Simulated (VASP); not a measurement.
**Si7C8O (a cell with a defect): single point with PBEsol**

System: Si7C8O (a cell with a defect).

```xyz
16
Lattice="8.7137 0.0000 0.0000 0.0000 4.3569 0.0000 0.0000 0.0000 4.3569" Properties=species:S:1:pos:R:3 pbc="T T T"
Si    8.5974    0.1084    0.0226
Si    4.2913    4.2271    4.3476
Si    2.2291    2.1438    0.0341
Si    6.5870    2.2401    0.0499
Si    2.1420    4.3315    2.3325
Si    6.5819    0.0245    2.1775
Si    0.0344    2.1891    2.2109
C     1.2243    1.1916    1.0708
C     5.2949    1.0492    0.9449
C     3.3569    3.4268    1.0772
C     7.6942    3.2598    1.1730
C     3.2695    1.0636    3.3795
C     7.5317    0.9766    3.3670
C     0.9616    3.2892    3.3140
C     5.4112    3.3019    3.2320
O     3.2767    3.2065    3.1949
```

```json
{"Program": "VASP 6.6.1", "Task": "single point", "Functional": "PBEsol", "Potentials or basis": "VASP PAW PBE potentials, release 64 (Si, C, O)", "Cutoff": "520 eV", "k mesh": "2 × 2 × 2, shifted", "Occupations": "fermi-dirac, width 0.05 eV", "Spin": "collinear spin", "Starting moments": "[0.125, 0.125, 0.125, 0.125, 0.125, 0.125, 0.125, 0.125, 0.125, 0.125, 0.125, 0.125, 0.125, 0.125, 0.125, 0.125] μB"}
```

* Pressure: 10.8 GPa
* Largest force: 7.902 eV/Å
* Band gap on the k mesh: 0.21 eV
* Net moment: 0.00 μB per cell
* Valence electrons inside the program's atomic spheres: Si 1.71, 1.83, 1.70, 1.64, 1.68, 1.67 (each value once); C 2.52, 2.33, 2.44, 2.55, 2.42, 2.59, 2.53, 2.36; O 5.04

Forces on the atoms (eV/Å):
```
Si   4.086 -2.798  2.070
Si   5.027  3.591 -3.131
Si   0.482  2.549 -0.096
Si  -3.233 -0.803 -0.560
Si   0.641  1.068 -3.256
Si  -3.739 -0.463 -1.268
Si   0.217 -0.876  0.023
C   -3.955 -2.622  2.702
C    4.601  0.685  1.550
C   -6.023 -3.178  4.007
C   -0.875  0.664 -0.816
C   -1.583  0.488 -0.068
C   -0.104  3.666 -1.853
C   -0.624  0.246  1.300
C    3.880  0.579  1.332
O    1.202 -2.794 -1.935
```

Stress tensor (GPa, compression positive):
```
12.61  2.03 -1.94
 2.03  9.23 -5.07
-1.94 -5.07 10.62
```

Levels at points of the mesh, in eV from the valence-band top:
Spin up:
```
           k point  band 31  band 32  band 33  band 34  band 35  band 36
(0.25, 0.25, 0.25)    -0.74    -0.39    -0.16     0.25     0.55     0.96
```
Spin down:
| k point | band 31 | band 32 | band 33 | band 34 | band 35 | band 36 |
| --- | --- | --- | --- | --- | --- | --- |
| (0.25, 0.25, 0.25) | -0.74 | -0.39 | -0.16 | 0.24 | 0.55 | 0.96 |

Wall time 53 s on 1 thread of Intel(R) Xeon(R) 6975P-C (Granite Rapids), with other jobs on the host, peak memory 0.32 GiB.

Caveat: the k points lie up to 0.72 Å⁻¹ apart; the PAW data sets were made with another functional, which shifts forces and pressure a little.
